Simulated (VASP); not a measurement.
# InP (scanv) (F-43m) in VASP: further runs

Runs on InP (scanv). Level: r2SCAN+rVV10. Tasks: single point, relaxation of cell and atoms.

All numbers are computed with VASP 6.6.1; they aren't measurements. Logs are shortened: lines on timing, memory, paths and dates and some standing lists are left out, and cuts for length are marked.

## (1) The cell of the first run

The structure is cubic, space group F-43m (No. 216). Conventional cell: a = 5.904 Å, b = 5.904 Å, c = 5.904 Å, α = 90.00°, β = 90.00°, γ = 90.00°. In (site symmetry -43m) has 4 P at 2.56 Å within 3.4 Å. P (site symmetry -43m) has 4 In at 2.56 Å within 3.4 Å.

## (2) Single point, r2SCAN+rVV10

File POSCAR:

```
InP
1.0
    0.0000000000      2.9519763900      2.9519763900
    2.9519763900      0.0000000000      2.9519763900
    2.9519763900      2.9519763900      0.0000000000
In P
1 1
Direct
    0.0000000000      0.0000000000      0.0000000000
    0.7500000000      0.7500000000      0.7500000000
```

File INCAR.step1:

```
PREC = Accurate
ENCUT = 520
ISMEAR = 0
SIGMA = 0.1
LREAL = F
LASPH = T
NELM = 80
NBANDS = 16
GGA = PE
ALGO = Normal
EDIFF = 1E-4
LWAVE = T
LCHARG = F
```

File INCAR.step2:

```
PREC = Accurate
ENCUT = 520
EDIFF = 1E-7
ISMEAR = 0
SIGMA = 0.1
LREAL = F
LASPH = T
NELM = 80
ALGO = Normal
ISIF = 2
LWAVE = F
LCHARG = F
METAGGA = R2SCAN
LMIXTAU = T
LUSE_VDW = T
IVDW_NL = 2
BPARAM = 11.95
CPARAM = 0.0093
NBANDS = 16
ISTART = 1
```

File KPOINTS:

```
Automatic mesh
0
Gamma
  6 6 6
```

Potentials or basis: VASP PAW PBE potentials, release 64 (In_d, P).

On the command line:

```sh
cat potpaw_PBE.64/In_d/POTCAR potpaw_PBE.64/P/POTCAR > POTCAR
cp INCAR.step1 INCAR
mpirun -np 1 vasp_std > vasp.out
cp INCAR.step2 INCAR
mpirun -np 1 vasp_std > vasp.out
```

OUTCAR:

```text
PREC = Accurate
   ENCUT = 520
   EDIFF = 1E-7
   ISMEAR = 0
   LREAL = F
   LASPH = T
   NELM = 80
   ISIF = 2
   METAGGA = R2SCAN
   IVDW_NL = 2
   BPARAM = 11.95
   ISTART = 1

 ion  position               nearest neighbor table
   1  0.000  0.000  0.000-   2 2.56   2 2.56   2 2.56   2 2.56
   2  0.750  0.750  0.750-   1 2.56   1 2.56   1 2.56   1 2.56

  LATTYP: Found a face centered cubic cell.
 ALAT       =     5.9039527800

  Lattice vectors:

 A1 = (   0.0000000000,   2.9519763900,   2.9519763900)
 A2 = (   2.9519763900,   0.0000000000,   2.9519763900)
 A3 = (   2.9519763900,   2.9519763900,   0.0000000000)

Analysis of symmetry for initial positions (statically):
=====================================================================
 Subroutine PRICEL returns:
 Original cell was already a primitive cell.

 Routine SETGRP: Setting up the symmetry group for a
 face centered cubic supercell.

 Subroutine GETGRP returns: Found 24 space group operations
 (whereof 24 operations were pure point group operations)
 out of a pool of 48 trial point group operations.

The static configuration has the point symmetry T_d .

Analysis of symmetry for dynamics (positions and initial velocities):
=====================================================================
 Subroutine PRICEL returns:
 Original cell was already a primitive cell.

 Routine SETGRP: Setting up the symmetry group for a
 face centered cubic supercell.

 Subroutine GETGRP returns: Found 24 space group operations
 (whereof 24 operations were pure point group operations)
 out of a pool of 48 trial point group operations.

The dynamic configuration has the point symmetry T_d .

 Subroutine INISYM returns: Found 24 space group operations
 (whereof 24 operations are pure point group operations),
 and found     1 'primitive' translations

----------------------------------------------------------------------------------------

                                     Primitive cell

  volume of cell :      51.4480

  direct lattice vectors                    reciprocal lattice vectors
     0.000000000  2.951976390  2.951976390    -0.169378048  0.169378048  0.169378048
     2.951976390  0.000000000  2.951976390     0.169378048 -0.169378048  0.169378048
     2.951976390  2.951976390  0.000000000     0.169378048  0.169378048 -0.169378048

  length of vectors
     4.174725047  4.174725047  4.174725047     0.293371386  0.293371386  0.293371386

  position of ions in fractional coordinates (direct lattice)
     0.000000000  0.000000000  0.000000000
     0.750000000  0.750000000  0.750000000

  ion indices of the primitive-cell ions
   primitive index   ion index
                 1           1
                 2           2

----------------------------------------------------------------------------------------

 KPOINTS: Automatic mesh

Automatic generation of k-mesh.
 Grid dimensions read from file:
 generate k-points for:    6    6    6

 Generating k-lattice:

  Cartesian coordinates                     Fractional coordinates (reciprocal lattice)
    -0.028229675  0.028229675  0.028229675     0.166666667  0.000000000  0.000000000
     0.028229675 -0.028229675  0.028229675     0.000000000  0.166666667  0.000000000
     0.028229675  0.028229675 -0.028229675     0.000000000  0.000000000  0.166666667

  Length of vectors
     0.048895231  0.048895231  0.048895231

  Shift w.r.t. Gamma in fractional coordinates (k-lattice)
     0.000000000  0.000000000  0.000000000

 Subroutine IBZKPT returns following result:
 ===========================================

 Found     16 irreducible k-points:

 Following reciprocal coordinates:
            Coordinates               Weight
  0.000000  0.000000  0.000000      1.000000
  0.166667  0.000000  0.000000      8.000000
  0.333333  0.000000  0.000000      8.000000
  0.500000  0.000000  0.000000      4.000000
  0.166667  0.166667  0.000000      6.000000
  0.333333  0.166667  0.000000     24.000000
[... 8 lines left out ...]
 -0.333333  0.333333  0.166667     24.000000
 -0.333333  0.500000  0.166667     12.000000
   k-points           NKPTS =     16   k-points in BZ     NKDIM =     16   number of bands    NBANDS=     16
   number of dos      NEDOS =    301   number of ions     NIONS =      2
   total plane-waves  NPLWV =  32768
   dimension x,y,z NGX =    32 NGY =   32 NGZ =   32
   dimension x,y,z NGXF=    64 NGYF=   64 NGZF=   64
   ions per type =               1   1
   NGX,Y,Z   is equivalent  to a cutoff of  12.74, 12.74, 12.74 a.u.
   NGXF,Y,Z  is equivalent  to a cutoff of  25.49, 25.49, 25.49 a.u.
 SYSTEM =  unknown system
   PREC   = accura    normal or accurate (medium, high low for compatibility)
   ISTART =      1    job   : 0-new  1-cont  2-samecut
   ICHARG =      0    charge: 1-file 2-atom 10-const
   ISPIN  =      1    spin polarized calculation?
   LNONCOLLINEAR =      F non collinear calculations
   LSORBIT =      F    spin-orbit coupling
   LASPH  =      T    aspherical Exc in radial PAW
   ENCUT  =  520.0 eV  38.22 Ry    6.18 a.u.   7.76  7.76  7.76*2*pi/ulx,y,z
   NELM   =     80;   NELMIN=  2; NELMDL=  0     # of ELM steps
   EDIFF  = 0.1E-06   stopping-criterion for ELM
   LREAL  =      F    real-space projection
   EDIFFG = 0.1E-05   stopping-criterion for IOM
   NSW    =      0    number of steps for IOM
   IBRION =     -1    ionic relax: 0-MD 1-quasi-New 2-CG
   NFREE  =      0    steps in history (QN), initial steepest desc. (CG)
   ISIF   =      2    stress and relaxation
   ISYM   =      2    0-nonsym 1-usesym 2-fastsym
   POTIM  = 0.5000    time-step for ionic-motion
   TEBEG  =    0.0;   TEEND  =   0.0 temperature during run
   PSTRESS=    0.0 pullay stress
   NELECT =      18.0000    total number of electrons
   NUPDOWN=      -1.0000    fix difference up-down
   EMIN   =  10.00;   EMAX   =-10.00  energy-range for DOS
   EFERMI =   0.00;   METHOD = LEGACY
   ISMEAR =     0;   SIGMA  =   0.10  broadening in eV -4-tet -1-fermi 0-gaus
   EFERMI_NEDOS =   21; number of points for ismear=-14 and -15
   IALGO  =     38    algorithm
   IMIX   =      4    mixing-type and parameters
     AMIX     =   0.40;   BMIX     =  1.00
     AMIX_MAG =   1.60;   BMIX_MAG =  1.00
  volume/ion in A,a.u.               =      25.72       173.59
  Fermi-wavevector in a.u.,A,eV,Ry     =   1.153567  2.179925 18.105499  1.330717
  Thomas-Fermi vector in A             =   2.290210
   LORBIT       =      0    0 simple, 1 ext, 2 COOP (PROOUT), +10 PAW based schemes
   METAGGA = R2SCAN    functional components
   LHFCALC =     F    Hartree Fock is set to
   AEXX    =    0.0000 exact exchange contribution
   IVDW_NL    =     2    kernel type
   BPARAM     =11.9500
   IVDW    =     0    specifies the selected vdW correction
   LEPSILON=     F    determine dielectric tensor
   LRPA    =     F    only Hartree local field effects (RPA)
 non-spin polarized calculation
 Gauss-broadening in eV      SIGMA  =   0.10
  energy-cutoff  :      520.00
  volume of cell :       51.45
 maximum number of plane-waves:      1411
   NGX = 15   NGY = 15   NGZ = 15

 number of electron      18.0000009 magnetization

 Free energy of the ion-electron system (eV)
  ---------------------------------------------------
  ext. energy  EPLUGINS =         0.00000000
  ---------------------------------------------------
  free energy    TOTEN  =       -31.80103403 eV

  energy without entropy =      -31.80103403  energy(sigma->0) =      -31.80103403

 E-fermi :   5.2069     XC(G=0):  -9.8396

 val. band max:        4.7676828091   @ k =   0.0000   0.0000   0.0000
 cond. band min:       5.7785219813   @ k =   0.0000   0.0000   0.0000
 fundamental gap:      1.0108391722
 Fermi energy:         5.2068653925

 k-point     1 :       0.0000    0.0000    0.0000
  band No.  band energies     occupation
      1      -9.8358      2.00000
      2      -9.8358      2.00000
      3      -9.8358      2.00000
      4      -9.6677      2.00000
      5      -9.6677      2.00000
      6      -7.0896      2.00000
[... 8 lines left out ...]
     15      14.6378      0.00000
     16      14.6378      0.00000

 k-point     2 :       0.1667    0.0000    0.0000
  band No.  band energies     occupation
      1      -9.8694      2.00000
      2      -9.8232      2.00000
      3      -9.8232      2.00000
      4      -9.6672      2.00000
      5      -9.6672      2.00000
      6      -6.7695      2.00000
[... 8 lines left out ...]
     15      13.7816      0.00000
     16      14.6206      0.00000

 k-point     3 :       0.3333    0.0000    0.0000
  band No.  band energies     occupation
      1      -9.9312      2.00000
      2      -9.8023      2.00000
      3      -9.8023      2.00000
      4      -9.6613      2.00000
      5      -9.6613      2.00000
      6      -5.9505      2.00000
[... 8 lines left out ...]
     15      14.2993      0.00000
     16      14.2993      0.00000

 k-point     4 :       0.5000    0.0000    0.0000
  band No.  band energies     occupation
      1      -9.9599      2.00000
      2      -9.7947      2.00000
      3      -9.7947      2.00000
      4      -9.6554      2.00000
      5      -9.6554      2.00000
      6      -5.3499      2.00000
[... 8 lines left out ...]
     15      15.9312      0.00000
     16      15.9312      0.00000
[... 172 lines left out ...]
 k-point    14 :       0.5000    0.3333    0.1667
  band No.  band energies     occupation
      1      -9.9746      2.00000
      2      -9.7792      2.00000
      3      -9.7617      2.00000
      4      -9.6868      2.00000
      5      -9.6496      2.00000
      6      -5.3166      2.00000
[... 8 lines left out ...]
     15      16.3847      0.00000
     16      17.0734      0.00000

 k-point    15 :      -0.3333    0.3333    0.1667
  band No.  band energies     occupation
      1      -9.9855      2.00000
      2      -9.7789      2.00000
      3      -9.7504      2.00000
      4      -9.6818      2.00000
      5      -9.6543      2.00000
      6      -4.8413      2.00000
[... 8 lines left out ...]
     15      16.3811      0.00000
     16      16.8907      0.00000

 k-point    16 :      -0.3333    0.5000    0.1667
  band No.  band energies     occupation
      1     -10.0049      2.00000
      2      -9.7615      2.00000
      3      -9.7357      2.00000
      4      -9.6973      2.00000
      5      -9.6456      2.00000
      6      -4.6393      2.00000
[... 8 lines left out ...]
     15      16.5541      0.00000
     16      17.3061      0.00000

------------------------ aborting loop because EDIFF is reached ----------------------------------------

  FORCE on cell =-STRESS in cart. coord.  units (eV):
  Direction    XX          YY          ZZ          XY          YZ          ZX
  --------------------------------------------------------------------------------------
  -------------------------------------------------------------------------------------
  Total       -0.2174395     -0.2174395     -0.2174395      0.0000000      0.0000000     -0.0000000
  in kB       -6.7714314     -6.7714314     -6.7714314      0.0000000      0.0000000     -0.0000000
  external PRESSURE =      -6.7714314 kB  Pullay stress =       0.0000000 kB

 VOLUME and BASIS-vectors are now :
 -----------------------------------------------------------------------------
  energy-cutoff  :      520.00
  volume of cell :       51.45
      direct lattice vectors                 reciprocal lattice vectors
     0.000000000  2.951976390  2.951976390    -0.169378048  0.169378048  0.169378048
     2.951976390  0.000000000  2.951976390     0.169378048 -0.169378048  0.169378048
     2.951976390  2.951976390  0.000000000     0.169378048  0.169378048 -0.169378048

 POSITION                                       TOTAL-FORCE (eV/Angst)
 -----------------------------------------------------------------------------------
      0.00000      0.00000      0.00000        -0.000000     -0.000000     -0.000000
      4.42796      4.42796      4.42796         0.000000      0.000000      0.000000
 -----------------------------------------------------------------------------------
    total drift:                                0.000002      0.000002      0.000002

  FREE ENERGIE OF THE ION-ELECTRON SYSTEM (eV)
  ---------------------------------------------------
  free  energy   TOTEN  =       -31.8010340262 eV

  energy  without entropy=      -31.8010340262  energy(sigma->0) =      -31.80103403
```

Wall time 2.1 min (1 thread of AMD EPYC 7R43 (Zen 3), shared host); peak memory 0.28 GiB.

Results:

```yaml
Free_energy: -31.8010 eV
Pressure: -0.7 GPa
Band_gap_on_the_k_mesh: 1.01 eV, direct
```

Levels at points of the mesh, in eV from the valence-band top:
```
           k point  band 5  band 6  band 7  band 8  band 9  band 10  band 11  band 12  band 13  band 14
(0.00, 0.00, 0.00)  -14.44  -11.86    0.00    0.00    0.00     1.01     4.42     4.42     4.42     8.91
(0.50, 0.00, 0.00)  -14.42  -10.12   -5.78   -0.98   -0.98     1.78     5.13     5.13     7.41     9.90
(0.50, 0.50, 0.00)  -14.40   -9.46   -5.79   -2.35   -2.35     1.97     2.51     9.68    10.15    10.15
```

Caveat: the PAW data sets were made with another functional, which shifts forces and pressure a little; spin-orbit coupling is left out, which moves the levels of the heavy elements. r2SCAN opens gaps a little over a GGA but as a rule still falls short of measured ones.

[end of part 1 of 3]
